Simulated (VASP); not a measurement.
# NaF (P6_3/mmc) in VASP: a series of runs

NaF is run at these levels: PBE; tasks: single point, relaxation of cell and atoms.

Everything below comes from runs of VASP 6.6.1. Logs are shortened: lines on timing, memory, paths and dates and some standing lists are left out, and cuts for length are marked.

## Step 1: The cell of the first run

It takes space group P6_3/mmc (No. 194, hexagonal). Conventional cell: a = 3.942 Å, b = 3.942 Å, c = 4.656 Å, α = 90.00°, β = 90.00°, γ = 120.00°. Within 3.0 Å of Na (site symmetry -6m2) lie 5 F at 2.28 to 2.33 Å. Within 3.0 Å of F (site symmetry -6m2) lie 5 Na at 2.28 to 2.33 Å.

## Step 2: Single point, PBE

Input file INCAR:

```
PREC     = Accurate       # precision mode
ENCUT    = 520            # plane-wave cutoff, eV
EDIFF    = 1E-6           # SCF threshold, eV
ISMEAR   = 0              # smearing method
SIGMA    = 0.02           # smearing width, eV
LREAL    = F              # projectors in reciprocal space
LASPH    = T              # aspherical terms in the spheres
NELM     = 100            # most SCF steps
ALGO     = Normal         # electronic algorithm
ISIF     = 2              # what is computed and relaxed
LWAVE    = F              # write WAVECAR
LCHARG   = F              # write CHGCAR
GGA      = PE             # functional
NBANDS   = 22             # bands
```

Input file KPOINTS:

```
regular mesh
0
Gamma
  9 9 6
```

Input file POSCAR:

```
NaF
1.0
    3.9421902262      0.0000000000      0.0000000000
   -1.9710951131      3.4140368824      0.0000000000
    0.0000000000      0.0000000000      4.6557054212
Na F
2 2
Direct
    0.3333333333      0.6666666667      1.0000000000
    0.6666666667      0.3333333333      0.5000000000
    0.6666666667      0.3333333333      0.0000000000
    0.3333333333      0.6666666667      0.5000000000
```

Potentials or basis: VASP PAW PBE potentials, release 64 (Na_pv, F).

On the command line:

```console
$ cat potpaw_PBE.64/Na_pv/POTCAR potpaw_PBE.64/F/POTCAR > POTCAR
$ mpirun -np 1 vasp_std > vasp.out
```

OUTCAR:

```text
PREC = Accurate
   ENCUT = 520
   EDIFF = 1E-6
   ISMEAR = 0
   LREAL = F
   LASPH = T
   NELM = 100
   ISIF = 2
   GGA = PE

 ion  position               nearest neighbor table
   1  0.333  0.667  0.000-   3 2.28   3 2.28   3 2.28   4 2.33   4 2.33
   2  0.667  0.333  0.500-   4 2.28   4 2.28   4 2.28   3 2.33   3 2.33
   3  0.667  0.333  0.000-   1 2.28   1 2.28   1 2.28   2 2.33   2 2.33
   4  0.333  0.667  0.500-   2 2.28   2 2.28   2 2.28   1 2.33   1 2.33

  LATTYP: Found a hexagonal cell.
 ALAT       =     3.9421902262
 C/A-ratio  =     1.1809946132

  Lattice vectors:

 A1 = (   3.9421902262,   0.0000000000,   0.0000000000)
 A2 = (  -1.9710951131,   3.4140368824,   0.0000000000)
 A3 = (   0.0000000000,   0.0000000000,   4.6557054212)

Analysis of symmetry for initial positions (statically):
=====================================================================
 Subroutine PRICEL returns:
 Original cell was already a primitive cell.

 Routine SETGRP: Setting up the symmetry group for a
 hexagonal supercell.

 Subroutine GETGRP returns: Found 24 space group operations
 (whereof 12 operations were pure point group operations)
 out of a pool of 24 trial point group operations.

The static configuration has the point symmetry D_3h.
 The point group associated with its full space group is D_6h.

Analysis of symmetry for dynamics (positions and initial velocities):
=====================================================================
 Subroutine PRICEL returns:
 Original cell was already a primitive cell.

 Routine SETGRP: Setting up the symmetry group for a
 hexagonal supercell.

 Subroutine GETGRP returns: Found 24 space group operations
 (whereof 12 operations were pure point group operations)
 out of a pool of 24 trial point group operations.

The dynamic configuration has the point symmetry D_3h.
 The point group associated with its full space group is D_6h.

 Subroutine INISYM returns: Found 24 space group operations
 (whereof 12 operations are pure point group operations),
 and found     1 'primitive' translations

----------------------------------------------------------------------------------------

                                     Primitive cell

  volume of cell :      62.6601

  direct lattice vectors                    reciprocal lattice vectors
     3.942190226  0.000000000  0.000000000     0.253666095  0.146454188  0.000000000
    -1.971095113  3.414036882  0.000000000     0.000000000  0.292908376  0.000000000
     0.000000000  0.000000000  4.655705421     0.000000000  0.000000000  0.214790222

  length of vectors
     3.942190226  3.942190226  4.655705421     0.292908376  0.292908376  0.214790222

  position of ions in fractional coordinates (direct lattice)
     0.333333333  0.666666667  0.000000000
     0.666666667  0.333333333  0.500000000
     0.666666667  0.333333333  0.000000000
     0.333333333  0.666666667  0.500000000

  ion indices of the primitive-cell ions
   primitive index   ion index
                 1           1
                 2           2
                 3           3
                 4           4

----------------------------------------------------------------------------------------

 KPOINTS: regular mesh

Automatic generation of k-mesh.
 Grid dimensions read from file:
 generate k-points for:    9    9    6

 Generating k-lattice:

  Cartesian coordinates                     Fractional coordinates (reciprocal lattice)
     0.028185122  0.016272688  0.000000000     0.111111111  0.000000000  0.000000000
     0.000000000  0.032545375  0.000000000     0.000000000  0.111111111  0.000000000
     0.000000000  0.000000000  0.035798370     0.000000000  0.000000000  0.166666667

  Length of vectors
     0.032545375  0.032545375  0.035798370

  Shift w.r.t. Gamma in fractional coordinates (k-lattice)
     0.000000000  0.000000000  0.000000000

 Subroutine IBZKPT returns following result:
 ===========================================

 Found     48 irreducible k-points:

 Following reciprocal coordinates:
            Coordinates               Weight
  0.000000  0.000000  0.000000      1.000000
  0.111111  0.000000  0.000000      6.000000
  0.222222  0.000000  0.000000      6.000000
  0.333333 -0.000000  0.000000      6.000000
  0.444444  0.000000  0.000000      6.000000
  0.111111  0.111111  0.000000      6.000000
[... 16 lines left out ...]
  0.333333  0.222222  0.166667     24.000000
  0.333333  0.333333  0.166667      4.000000
 [... further k-points ...]
   k-points           NKPTS =     48   k-points in BZ     NKDIM =     48   number of bands    NBANDS=     22
   number of dos      NEDOS =    301   number of ions     NIONS =      4
   total plane-waves  NPLWV =  32400
   dimension x,y,z NGX =    30 NGY =   30 NGZ =   36
   dimension x,y,z NGXF=    60 NGYF=   60 NGZF=   72
   ions per type =               2   2
   NGX,Y,Z   is equivalent  to a cutoff of  12.65, 12.65, 12.85 a.u.
   NGXF,Y,Z  is equivalent  to a cutoff of  25.30, 25.30, 25.71 a.u.
 SYSTEM =  unknown system
   PREC   = accura    normal or accurate (medium, high low for compatibility)
   ISTART =      0    job   : 0-new  1-cont  2-samecut
   ICHARG =      2    charge: 1-file 2-atom 10-const
   ISPIN  =      1    spin polarized calculation?
   LNONCOLLINEAR =      F non collinear calculations
   LSORBIT =      F    spin-orbit coupling
   LASPH  =      T    aspherical Exc in radial PAW
   ENCUT  =  520.0 eV  38.22 Ry    6.18 a.u.   7.33  7.33  8.66*2*pi/ulx,y,z
   NELM   =    100;   NELMIN=  2; NELMDL= -5     # of ELM steps
   EDIFF  = 0.1E-05   stopping-criterion for ELM
   LREAL  =      F    real-space projection
   EDIFFG = 0.1E-04   stopping-criterion for IOM
   NSW    =      0    number of steps for IOM
   IBRION =     -1    ionic relax: 0-MD 1-quasi-New 2-CG
   NFREE  =      0    steps in history (QN), initial steepest desc. (CG)
   ISIF   =      2    stress and relaxation
   ISYM   =      2    0-nonsym 1-usesym 2-fastsym
   POTIM  = 0.5000    time-step for ionic-motion
   TEBEG  =    0.0;   TEEND  =   0.0 temperature during run
   PSTRESS=    0.0 pullay stress
   NELECT =      28.0000    total number of electrons
   NUPDOWN=      -1.0000    fix difference up-down
   EMIN   =  10.00;   EMAX   =-10.00  energy-range for DOS
   EFERMI =   0.00;   METHOD = LEGACY
   ISMEAR =     0;   SIGMA  =   0.02  broadening in eV -4-tet -1-fermi 0-gaus
   EFERMI_NEDOS =   21; number of points for ismear=-14 and -15
   IALGO  =     38    algorithm
   IMIX   =      4    mixing-type and parameters
     AMIX     =   0.40;   BMIX     =  1.00
     AMIX_MAG =   1.60;   BMIX_MAG =  1.00
  volume/ion in A,a.u.               =      15.67       105.71
  Fermi-wavevector in a.u.,A,eV,Ry     =   1.251595  2.365171 21.313384  1.566490
  Thomas-Fermi vector in A             =   2.385535
   LORBIT       =      0    0 simple, 1 ext, 2 COOP (PROOUT), +10 PAW based schemes
   GGA     = PE    functional components
   LHFCALC =     F    Hartree Fock is set to
   AEXX    =    0.0000 exact exchange contribution
   IVDW    =     0    specifies the selected vdW correction
   LEPSILON=     F    determine dielectric tensor
   LRPA    =     F    only Hartree local field effects (RPA)
 non-spin polarized calculation
 Gauss-broadening in eV      SIGMA  =   0.02
  energy-cutoff  :      520.00
  volume of cell :       62.66
 maximum number of plane-waves:      1702
 NGX is ok and might be reduce to    30
   NGX = 15   NGY = 15   NGZ = 17

 number of electron      28.0000009 magnetization

 Free energy of the ion-electron system (eV)
  ---------------------------------------------------
  ext. energy  EPLUGINS =         0.00000000
  ---------------------------------------------------
  free energy    TOTEN  =       -16.99592519 eV

  energy without entropy =      -16.99592519  energy(sigma->0) =      -16.99592519

 E-fermi :  -2.8141     XC(G=0):  -7.8985

 val. band max:       -3.0065282900   @ k =   0.0000   0.0000   0.0000
 cond. band min:       2.4767870373   @ k =   0.0000   0.0000   0.0000
 fundamental gap:      5.4833153273
 Fermi energy:        -2.8140874645

 k-point     1 :       0.0000    0.0000    0.0000
  band No.  band energies     occupation
      1     -22.2575      2.00000
      2     -22.2226      2.00000
      3     -22.2226      2.00000
      4     -22.1819      2.00000
      5     -22.1819      2.00000
      6     -22.1453      2.00000
[... 14 lines left out ...]
     21      14.5362      0.00000
     22      14.8751      0.00000

 k-point     2 :       0.1111    0.0000    0.0000
  band No.  band energies     occupation
      1     -22.3020      2.00000
      2     -22.2918      2.00000
      3     -22.2542      2.00000
      4     -22.2245      2.00000
      5     -22.1816      2.00000
      6     -22.1480      2.00000
[... 14 lines left out ...]
     21      14.5864      0.00000
     22      14.7235      0.00000

 k-point     3 :       0.2222    0.0000    0.0000
  band No.  band energies     occupation
      1     -22.4439      2.00000
      2     -22.4164      2.00000
      3     -22.2449      2.00000
      4     -22.2291      2.00000
      5     -22.1811      2.00000
      6     -22.1558      2.00000
[... 14 lines left out ...]
     21      13.4996      0.00000
     22      13.9308      0.00000

 k-point     4 :       0.3333   -0.0000    0.0000
  band No.  band energies     occupation
      1     -22.5458      2.00000
      2     -22.5230      2.00000
      3     -22.2341      2.00000
      4     -22.2318      2.00000
      5     -22.1808      2.00000
      6     -22.1672      2.00000
[... 14 lines left out ...]
     21      12.6422      0.00000
     22      13.3549      0.00000

 k-point     5 :       0.4444    0.0000    0.0000
  band No.  band energies     occupation
      1     -22.5946      2.00000
      2     -22.5860      2.00000
      3     -22.2372      2.00000
      4     -22.2196      2.00000
      5     -22.1808      2.00000
      6     -22.1782      2.00000
[... 417 lines left out ...]
 k-point    22 :       0.2222    0.2222    0.1667
  band No.  band energies     occupation
      1     -22.6284      2.00000
      2     -22.6152      2.00000
      3     -22.2380      2.00000
      4     -22.2040      2.00000
      5     -22.1869      2.00000
      6     -22.1647      2.00000
[... 14 lines left out ...]
     21      12.5887      0.00000
     22      14.8575      0.00000

 k-point    23 :       0.3333    0.2222    0.1667
  band No.  band energies     occupation
      1     -22.6599      2.00000
      2     -22.6546      2.00000
      3     -22.2433      2.00000
      4     -22.1936      2.00000
      5     -22.1882      2.00000
      6     -22.1730      2.00000
[... 14 lines left out ...]
     21      12.9395      0.00000
     22      14.7811      0.00000

 k-point    24 :       0.3333    0.3333    0.1667
  band No.  band energies     occupation
      1     -22.6683      2.00000
      2     -22.6683      2.00000
      3     -22.2470      2.00000
      4     -22.1894      2.00000
      5     -22.1829      2.00000
      6     -22.1829      2.00000
[... 14 lines left out ...]
     21      13.0566      0.00000
     22      15.7866      0.00000

 [... further k-points ...]
[... 5 lines left out ...]
  --------------------------------------------------------------------------------------
  -------------------------------------------------------------------------------------
  Total       -0.0176463     -0.0176463     -0.0291330     -0.0000000      0.0000000      0.0000000
  in kB       -0.4512033     -0.4512033     -0.7449107     -0.0000000      0.0000000      0.0000000
  external PRESSURE =      -0.5491058 kB  Pullay stress =       0.0000000 kB

 VOLUME and BASIS-vectors are now :
 -----------------------------------------------------------------------------
  energy-cutoff  :      520.00
  volume of cell :       62.66
      direct lattice vectors                 reciprocal lattice vectors
     3.942190226  0.000000000  0.000000000     0.253666095  0.146454188  0.000000000
    -1.971095113  3.414036882  0.000000000     0.000000000  0.292908376  0.000000000
     0.000000000  0.000000000  4.655705421     0.000000000  0.000000000  0.214790222

 POSITION                                       TOTAL-FORCE (eV/Angst)
 -----------------------------------------------------------------------------------
     -0.00000      2.27602      0.00000         0.000000     -0.000000      0.000000
      1.97110      1.13801      2.32785        -0.000000      0.000000      0.000000
      1.97110      1.13801      0.00000         0.000000     -0.000000      0.000000
     -0.00000      2.27602      2.32785        -0.000000      0.000000      0.000000
 -----------------------------------------------------------------------------------
    total drift:                               -0.000000      0.000000     -0.000000

  FREE ENERGIE OF THE ION-ELECTRON SYSTEM (eV)
  ---------------------------------------------------
  free  energy   TOTEN  =       -16.9959251865 eV

  energy  without entropy=      -16.9959251865  energy(sigma->0) =      -16.99592519
```

It took 42 s on 1 thread of Intel Xeon Platinum 8375C at 2.90GHz (Ice Lake), shared host; peak memory 0.2 GiB.

Results:

| Item | Value |
| --- | --- |
| Free energy | -16.9959 eV |
| Pressure | -0.1 GPa |
| Band gap on the k mesh | 5.48 eV, direct |

A k mesh can miss the band edges. PBE gaps usually lie below the measured ones, often by a third to a half.

## Step 3: Single point, PBE

Input file INCAR:

```
PREC = Accurate ; ENCUT = 520
EDIFF = 1E-7 ; ISMEAR = 0
SIGMA = 0.02 ; LREAL = False
LASPH = True ; NELM = 100
ALGO = Normal ; ISIF = 2
LWAVE = False ; LCHARG = False
GGA = PE ; NBANDS = 22
```

Input file KPOINTS:

```
Automatic mesh
0
Gamma
  9 9 6
```

POSCAR is that of step 2.

Potentials or basis: VASP PAW PBE potentials, release 64 (Na_pv, F).

On the command line:

```console
$ cat potpaw_PBE.64/Na_pv/POTCAR potpaw_PBE.64/F/POTCAR > POTCAR
$ mpirun -np 1 vasp_std > vasp.out
```

Run time: 50 s. Hardware: 1 thread of Intel Xeon Platinum 8375C at 2.90GHz (Ice Lake), shared host; peak memory 0.2 GiB.

It converged, with:

- Free energy: -16.9959 eV
- Pressure: -0.1 GPa
- Band gap on the k mesh: 5.48 eV, direct

Levels at points of the mesh, in eV from the valence-band top:
```tsv
k point	band 11	band 12	band 13	band 14	band 15	band 16	band 17	band 18
(0.00, 0.00, 0.00)	-0.55	-0.26	-0.26	0.00	5.48	12.39	12.53	15.11
(0.00, 0.00, 0.50)	-0.41	-0.41	-0.41	-0.41	7.70	7.70	16.00	16.00
```

A k mesh can miss the band edges. Expect the measured gap to be larger: semilocal functionals such as PBE lack the derivative discontinuity.

## Step 4: Relaxation of cell and atoms, PBE

Input file INCAR:

```
PREC = Accurate
ENCUT = 600
EDIFF = 1E-6
ISMEAR = 0
SIGMA = 0.02
LREAL = F
LASPH = T
NELM = 100
ALGO = Normal
ISIF = 3
LWAVE = F
LCHARG = F
GGA = PE
IBRION = 2
NSW = 100
EDIFFG = -0.01
```

KPOINTS is that of step 3.

Input file POSCAR:

```
NaF
1.0
    3.9421902262      0.0000000000      0.0000000000
   -1.9710951131      3.4140368824      0.0000000000
    0.0000000000      0.0000000000      4.6557054212
Na F
2 2
Direct
    0.3333333333      0.6666666667      0.9999998644
    0.6666666667      0.3333333333      0.4999998644
    0.6666666667      0.3333333333      0.0000001356
    0.3333333333      0.6666666667      0.5000001356
```

On the command line:

```console
$ cat potpaw_PBE.64/Na_pv/POTCAR potpaw_PBE.64/F/POTCAR > POTCAR
$ mpirun -np 1 vasp_std > vasp.out
```

Wall time 50 s (1 thread of Intel Xeon Platinum 8375C at 2.90GHz (Ice Lake), shared host); peak memory 0.22 GiB.

The run converged. Its results:

- Free energy: -16.9997 eV
- Relaxed volume: 15.63 Å³/atom
- Relaxed cell: a = 3.940 Å, b = 3.940 Å, c = 4.652 Å, α = 90.00°, β = 90.00°, γ = 120.00°
- Space group after relaxing (to 0.05 Å): P6_3/mmc (No. 194)
- Energy gained by relaxing: 0.0 meV/atom
- Ionic steps: 2
- Pressure after relaxing: -0.1 GPa
- Band gap on the k mesh: 5.49 eV, direct

The path:
```
step  energy change (eV)  largest force (eV/Å)  pressure (GPa)  volume (Å³)
   1              0.0000                0.0000           -0.15        62.66
   2             -0.0001                0.0000           -0.05        62.52
```

Final structure:
```yaml
crystal:
  lattice:
    - [3.93950, 0.00000, 0.00000]
    - [-1.96975, 3.41171, 0.00000]
    - [0.00000, 0.00000, 4.65195]
  atoms:
    - { symbol: Na, position: [0.33333, 0.66667, 0.00000] }
    - { symbol: Na, position: [0.66667, 0.33333, 0.50000] }
    - { symbol: F, position: [0.66667, 0.33333, 0.00000] }
    - { symbol: F, position: [0.33333, 0.66667, 0.50000] }
```

Levels at points of the mesh, in eV from the valence-band top:
```tsv
k point	band 11	band 12	band 13	band 14	band 15	band 16	band 17	band 18
(0.00, 0.00, 0.00)	-0.55	-0.26	-0.26	0.00	5.49	12.41	12.54	15.12
(0.00, 0.00, 0.50)	-0.41	-0.41	-0.41	-0.41	7.71	7.71	16.02	16.02
```
